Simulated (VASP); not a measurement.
Wanted: the native input for a VASP 6.6.1 run.

- Task: relaxation of cell and atoms
- Functional: revPBE
- Dispersion: D3(BJ)
- Potentials or basis: VASP PAW PBE potentials, release 64 (W_sv, C)
- Cutoff: 600 eV
- k mesh: 10 × 10 × 10
- Occupations: fermi-dirac, width 0.05 eV
- Spin: no spin polarisation
- Dipole correction: no
- Further INCAR settings: ALGO = Normal; EDIFF = 1e-06; IBRION = 2; EDIFFG = -0.01; NSW = 60; ISIF = 3

The structure of WC lies in POSCAR:

```
WC
1.0
    0.0000000000      2.1926840000      2.1926840000
    2.1926840000      0.0000000000      2.1926840000
    2.1926840000      2.1926840000      0.0000000000
W C
1 1
Direct
    0.0000000000      0.0000000000      0.0000000000
    0.5000000000      0.5000000000      0.5000000000
```

The input as run:

INCAR

```
  ALGO = Normal
  EDIFF = 1E-6
  EDIFFG = -0.01
  ENCUT = 600
  GGA = RE
  IBRION = 2
  ISIF = 3
  ISMEAR = -1
  IVDW = 12
  LASPH = True
  LCHARG = False
  LREAL = False
  LWAVE = False
  NELM = 60
  NSW = 60
  PREC = Accurate
  SIGMA = 0.05
```

KPOINTS

```
k-points
0
Gamma
  10 10 10
```

Potentials or basis: VASP PAW PBE potentials, release 64 (W_sv, C).

Command:

```sh
$ cat potpaw_PBE.64/W_sv/POTCAR potpaw_PBE.64/C/POTCAR > POTCAR
$ mpirun -np 1 vasp_std > vasp.out
```

Results of the run:

```
Relaxed volume                         : 10.22 Å³/atom
Relaxed cell                           : a = 3.069 Å, b = 3.069 Å, c = 3.069 Å, α = 60.00°, β = 60.00°, γ = 60.00°
Space group after relaxing (to 0.05 Å) : Fm-3m (No. 225)
Energy gained by relaxing              : 11.8 meV/atom
Ionic steps                            : 4
Pressure after relaxing                : -0.1 GPa
Dispersion energy per atom             : -0.879 eV
```

Caveat: the PAW data sets were made with another functional, which shifts forces and pressure a little.

Wall time 30 s on 1 thread of AMD EPYC 9R45 96-Core Processor (Zen 5), on a shared host, peak memory 0.16 GiB.
